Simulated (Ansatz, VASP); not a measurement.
## TiB2: VASP beside Ansatz

```
Ti B
1.0
     3.08861    0.00000    0.00000
    -1.54430    2.67481    0.00000
     0.00000    0.00000    3.29172
Ti B
1 2
Direct
  0.00000 0.00000 0.00000
  0.33333 0.66667 0.50000
  0.66667 0.33333 0.50000
```

Change from the starting cell: volume scaled by 1.06, crystal datasets.

Alike in both runs: task electric field gradients; functional PBEsol; k mesh 15 × 15 × 13; occupations fermi-dirac, width 0.08 eV; no spin polarisation.

|  | VASP | Ansatz |
| --- | --- | --- |
| version | VASP 6.6.1 | Ansatz 0.2.0 |
| potentials or method | VASP PAW PBE potentials, release 64 (Ti_sv, B), cutoff 520 eV | all-electron PAW with datasets made for the crystal, scalar-relativistic |

|  | VASP | Ansatz | Ansatz less VASP |
| --- | --- | --- | --- |
| pressure (GPa) | -17.7 | -18.0 | -0.33 |
| traceless stress, the component that is largest in VASP (GPa) | 0.20 | 0.30 | +0.099 |
| size of Vzz on the site where it differs most (V/Å²) | 18.0 | 20.7 | +2.75 |

VASP's potentials were made for PBE, not for PBEsol. Ansatz ran all-electron here, and VASP with PAW potentials.
